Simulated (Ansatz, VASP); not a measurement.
**One calculation of NbAl7N8, two programs**

```
Nb Al N
1.0
     6.22000    0.00000    0.00000
    -3.11000    5.38668    0.00000
     0.00000    0.00000    4.98000
Nb Al N
1 7 8
Direct
  0.33384 0.16663 0.96512
  0.33424 0.66683 0.00498
  0.83371 0.16632 0.00500
  0.83369 0.66682 0.00501
  0.16370 0.33685 0.49706
  0.16369 0.82626 0.49708
  0.67424 0.33684 0.49709
  0.66724 0.83334 0.50156
  0.33388 0.16665 0.43211
  0.33652 0.66797 0.38024
  0.83258 0.16406 0.38025
  0.83257 0.66795 0.38026
  0.15193 0.34861 0.87408
  0.15192 0.80274 0.87410
  0.69773 0.34859 0.87413
  0.66723 0.83334 0.88247
```

Alike in both runs: task single point; functional PBEsol; k mesh 3 × 3 × 4; occupations gaussian, width 0.05 eV; no spin polarisation; Hubbard terms Nb d U = 2.0 eV.

|  | VASP | Ansatz |
| --- | --- | --- |
| version | VASP 6.6.1 | Ansatz 0.2.0 |
| potentials or method | VASP PAW PBE potentials, release 64 (Nb_sv, Al, N), cutoff 520 eV | scalar-relativistic, plane waves, PAW |
| valence electrons in the cell | 74 | 74 |

|  | VASP | Ansatz | Ansatz less VASP |
| --- | --- | --- | --- |
| gap on the k mesh at the Fermi level (eV) | none | none | - |
| pressure (GPa) | 9.6 | 9.3 | -0.27 |
| traceless stress, the component that is largest in VASP (GPa) | -5.41 | -5.28 | +0.129 |
| rms of the force components (eV/Å) | 0.124 | 0.134 | +0.0099 |

VASP's potentials were made for PBE, not for PBEsol. The programs project onto different local orbitals, so the same U acts differently, and such runs can settle in different states. Atom by atom the forces differ by 0.029 eV/Å (rms over components). A gap of «none» marks a metal or a gap that the smearing closes. Ansatz's warnings: filled band counts differ across k points.

The k mesh is coarse, so the values compare programs but aren't converged.
